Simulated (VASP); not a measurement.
# InP (F-43m) in VASP: notebook, part 2 of 3

VASP 6.6.1. Earlier steps stand in the parts before.

**3. Relaxation of cell and atoms, PBEsol, target pressure 2 GPa, at which the enthalpy is minimised**

The input, INCAR:

```
PREC = Accurate
ENCUT = 600
EDIFF = 1E-6
ISMEAR = 0
SIGMA = 0.01
LREAL = F
LASPH = T
NELM = 100
ALGO = Normal
ISIF = 3
LWAVE = F
LCHARG = F
GGA = PS
IBRION = 2
NSW = 100
EDIFFG = -0.002
PSTRESS = 20.0
```

The input, KPOINTS:

```
regular mesh
0
Gamma
  6 6 6
```

The input, POSCAR:

```
InP
1.0
    0.0000000000      2.9393013716      2.9393013716
    2.9393013716      0.0000000000      2.9393013716
    2.9393013716      2.9393013716      0.0000000000
In P
1 1
Direct
    0.0000000000      0.0000000000      0.0000000000
    0.7500000000      0.7500000000      0.7500000000
```

Potentials or basis: VASP PAW PBE potentials, release 64 (In_d, P).

Launch:

```sh
cat potpaw_PBE.64/In_d/POTCAR potpaw_PBE.64/P/POTCAR > POTCAR
mpirun -np 1 vasp_std > vasp.out
```

OUTCAR:

```text
PREC = Accurate
   ENCUT = 600
   EDIFF = 1E-6
   ISMEAR = 0
   LREAL = F
   LASPH = T
   NELM = 100
   ISIF = 3
   GGA = PS
   IBRION = 2
   NSW = 100
   EDIFFG = -0.002
   PSTRESS = 20.0

 ion  position               nearest neighbor table
   1  0.000  0.000  0.000-   2 2.55   2 2.55   2 2.55   2 2.55
   2  0.750  0.750  0.750-   1 2.55   1 2.55   1 2.55   1 2.55

  LATTYP: Found a face centered cubic cell.
 ALAT       =     5.8786027432

  Lattice vectors:

 A1 = (   0.0000000000,   2.9393013716,   2.9393013716)
 A2 = (   2.9393013716,   0.0000000000,   2.9393013716)
 A3 = (   2.9393013716,   2.9393013716,   0.0000000000)

Analysis of symmetry for initial positions (statically):
=====================================================================
 Subroutine PRICEL returns:
 Original cell was already a primitive cell.

 Routine SETGRP: Setting up the symmetry group for a
 face centered cubic supercell.

 Subroutine GETGRP returns: Found 24 space group operations
 (whereof 24 operations were pure point group operations)
 out of a pool of 48 trial point group operations.

The static configuration has the point symmetry T_d .

Analysis of symmetry for dynamics (positions and initial velocities):
=====================================================================
 Subroutine PRICEL returns:
 Original cell was already a primitive cell.

 Routine SETGRP: Setting up the symmetry group for a
 face centered cubic supercell.

 Subroutine GETGRP returns: Found 24 space group operations
 (whereof 24 operations were pure point group operations)
 out of a pool of 48 trial point group operations.

The dynamic configuration has the point symmetry T_d .

 Subroutine INISYM returns: Found 24 space group operations
 (whereof 24 operations are pure point group operations),
[... 105 lines left out ...]
   IMIX   =      4    mixing-type and parameters
     AMIX     =   0.40;   BMIX     =  1.00
     AMIX_MAG =   1.60;   BMIX_MAG =  1.00
  volume/ion in A,a.u.               =      25.39       171.37
  Fermi-wavevector in a.u.,A,eV,Ry     =   1.158541  2.189326 18.261986  1.342218
  Thomas-Fermi vector in A             =   2.295143
   LORBIT       =      0    0 simple, 1 ext, 2 COOP (PROOUT), +10 PAW based schemes
   GGA     = PS    functional components
   LHFCALC =     F    Hartree Fock is set to
   AEXX    =    0.0000 exact exchange contribution
   IVDW    =     0    specifies the selected vdW correction
   LEPSILON=     F    determine dielectric tensor
   LRPA    =     F    only Hartree local field effects (RPA)
 conjugate gradient relaxation of ions
 non-spin polarized calculation
 Gauss-broadening in eV      SIGMA  =   0.01
  energy-cutoff  :      600.00
  volume of cell :       50.79
 maximum number of plane-waves:      1711
 NGX is ok and might be reduce to    36
   NGX = 17   NGY = 17   NGZ = 17

--------------------------------------- Ionic step        1  -------------------------------------------

 number of electron      17.9999998 magnetization

 Free energy of the ion-electron system (eV)
  ---------------------------------------------------
  ext. energy  EPLUGINS =         0.00000000
  ---------------------------------------------------
  free energy    TOTEN  =        -9.14336267 eV

  energy without entropy =       -9.14336267  energy(sigma->0) =       -9.14336267

------------------------ aborting loop because EDIFF is reached ----------------------------------------

  FORCE on cell =-STRESS in cart. coord.  units (eV):
  Direction    XX          YY          ZZ          XY          YZ          ZX
  --------------------------------------------------------------------------------------
  -------------------------------------------------------------------------------------
  Total       -0.0003324     -0.0003324     -0.0003324     -0.0000000     -0.0000000     -0.0000000
  in kB       -0.0104875     -0.0104875     -0.0104875     -0.0000000     -0.0000000     -0.0000000
  external PRESSURE =     -20.0104875 kB  Pullay stress =      20.0000000 kB
[... 97 lines left out ...]
  energy  without entropy=       -9.1348520621  energy(sigma->0) =       -9.13485206

  enthalpy is  TOTEN    =        -8.5183269802 eV   P V=        0.6165250819

[... ionic steps 4 to 13 ...]

--------------------------------------- Ionic step       14  -------------------------------------------

 number of electron      18.0000001 magnetization

------------------------ aborting loop because EDIFF is reached ----------------------------------------
[... 71 lines left out ...]
--------------------------------------- Ionic step       16  -------------------------------------------

 number of electron      18.0000001 magnetization

 Free energy of the ion-electron system (eV)
  ---------------------------------------------------
  ext. energy  EPLUGINS =         0.00000000
  ---------------------------------------------------
  free energy    TOTEN  =        -9.13490570 eV

  energy without entropy =       -9.13490570  energy(sigma->0) =       -9.13490570

 E-fermi :   5.4148     XC(G=0):  -9.5598

 val. band max:        5.3079109112   @ k =   0.0000   0.0000   0.0000
 cond. band min:       6.0210432319   @ k =   0.0000   0.0000   0.0000
 fundamental gap:      0.7131323207
 Fermi energy:         5.4147520444

 k-point     1 :       0.0000    0.0000    0.0000
  band No.  band energies     occupation
      1      -8.8903      2.00000
      2      -8.8903      2.00000
      3      -8.8903      2.00000
      4      -8.7263      2.00000
      5      -8.7263      2.00000
      6      -6.3734      2.00000
      7       5.3079      2.00000
      8       5.3079      2.00000
      9       5.3079      2.00000
     10       6.0210      0.00000
     11       9.3168      0.00000
     12       9.3168      0.00000
     13       9.3168      0.00000
[... 271 lines left out ...]
  energy  without entropy=       -9.1349057044  energy(sigma->0) =       -9.13490570

  enthalpy is  TOTEN    =        -8.5183265221 eV   P V=        0.6165791823

 reached required accuracy - stopping structural energy minimisation
```

Wall time 76 s (1 thread of Intel Xeon 6975P-C, shared host); peak memory 0.22 GiB.

What came out:

```
Free energy                                            : -9.1349 eV
Relaxed volume                                         : 24.70 Å³/atom
Relaxed cell                                           : a = 4.118 Å, b = 4.118 Å, c = 4.118 Å, α = 60.00°, β = 60.00°, γ = 60.00°
Space group after relaxing (to 0.05 Å)                 : F-43m (No. 216)
Energy change on relaxing (the enthalpy is what falls) : +4.2 meV/atom
Ionic steps                                            : 16
Pressure after relaxing                                : 2.0 GPa
Band gap on the k mesh                                 : 0.71 eV, direct
```

Step by step:
```csv
step,energy change (eV),largest force (eV/Å),pressure (GPa),volume (Å³)
1,0.0000,0.0000,0.00,50.79
2,0.0237,0.0000,3.47,48.49
3,0.0085,0.0000,2.02,49.39
4,0.0082,0.0000,1.96,49.42
5,0.0082,0.0000,1.95,49.42
6,0.0082,0.0000,1.95,49.41
7,0.0082,0.0000,1.96,49.41
8,0.0082,0.0000,1.96,49.41
9,0.0082,0.0000,1.96,49.41
10,0.0082,0.0000,1.96,49.41
11,0.0082,0.0000,1.96,49.41
12,0.0083,0.0000,1.96,49.41
13,0.0083,0.0000,1.96,49.41
14,0.0084,0.0000,1.99,49.40
15,0.0084,0.0000,1.97,49.40
16,0.0085,0.0000,2.00,49.39
```

Final structure:
```
In P
1.0
     0.00000    2.91215    2.91215
     2.91215    0.00000    2.91215
     2.91215    2.91215    0.00000
In P
1 1
Direct
  0.00000 0.00000 0.00000
  0.75000 0.75000 0.75000
```

Caveat: the cell is relaxed towards a set pressure, so the enthalpy falls and the energy may rise; the PAW data sets were made with another functional, which shifts forces and pressure a little; spin-orbit coupling is left out, which moves the levels of the heavy elements.

**4. Relaxation of cell and atoms, PBEsol, target pressure 4 GPa, at which the enthalpy is minimised**

The input, INCAR:

```
PREC = Accurate ; ENCUT = 600
EDIFF = 1E-7 ; ISMEAR = 0
SIGMA = 0.01 ; LREAL = F
LASPH = T ; NELM = 80
ALGO = Normal ; ISIF = 3
LWAVE = F ; LCHARG = F
GGA = PS ; IBRION = 2
NSW = 100 ; EDIFFG = -0.002
PSTRESS = 40.0
```

KPOINTS is that of step 3.

POSCAR is that of step 3.

Launch:

```sh
cat potpaw_PBE.64/In_d/POTCAR potpaw_PBE.64/P/POTCAR > POTCAR
mpirun -np 1 vasp_std > vasp.out
```

It took 46 s on 1 thread of Intel Xeon 6975P-C, shared host; peak memory 0.21 GiB.

The run converged. Its results:

```
Free energy                                            : -9.1123 eV
Relaxed volume                                         : 24.09 Å³/atom
Relaxed cell                                           : a = 4.084 Å, b = 4.084 Å, c = 4.084 Å, α = 60.00°, β = 60.00°, γ = 60.00°
Space group after relaxing (to 0.05 Å)                 : F-43m (No. 216)
Energy change on relaxing (the enthalpy is what falls) : +15.5 meV/atom
Ionic steps                                            : 6
Pressure after relaxing                                : 4.0 GPa
Band gap on the k mesh                                 : 0.85 eV, direct
```

The path:
```
step  energy change (eV)  largest force (eV/Å)  pressure (GPa)  volume (Å³)
   1              0.0000                0.0000            0.00        50.79
   2              0.0998                0.0000            7.72        46.27
   3              0.0308                0.0000            3.98        48.19
   4              0.0321                0.0000            4.07        48.13
   5              0.0304                0.0000            3.96        48.20
   6              0.0311                0.0000            4.00        48.17
```

Final structure:
```yaml
crystal:
  lattice:
    - [0.00000, 2.88799, 2.88799]
    - [2.88799, 0.00000, 2.88799]
    - [2.88799, 2.88799, 0.00000]
  atoms:
    - { symbol: In, position: [0.00000, 0.00000, 0.00000] }
    - { symbol: P, position: [0.75000, 0.75000, 0.75000] }
```

Levels at points of the mesh, in eV from the valence-band top:
| k point | band 5 | band 6 | band 7 | band 8 | band 9 | band 10 | band 11 | band 12 | band 13 |
| --- | --- | --- | --- | --- | --- | --- | --- | --- | --- |
| (0.00, 0.00, 0.00) | -14.08 | -11.86 | 0.00 | 0.00 | 0.00 | 0.85 | 4.00 | 4.00 | 4.00 |
| (0.50, 0.00, 0.00) | -14.06 | -9.96 | -6.05 | -1.05 | -1.05 | 1.50 | 4.73 | 4.73 | 7.02 |
| (0.50, 0.50, 0.00) | -14.04 | -9.24 | -6.02 | -2.51 | -2.51 | 1.55 | 2.15 | 9.37 | 9.82 |

Caveat: the cell is relaxed towards a set pressure, so the enthalpy falls and the energy may rise; the PAW data sets were made with another functional, which shifts forces and pressure a little; spin-orbit coupling is left out, which moves the levels of the heavy elements. PBEsol gaps usually lie below the measured ones, often by a third to a half.

(Continued in part 3 of 3.)
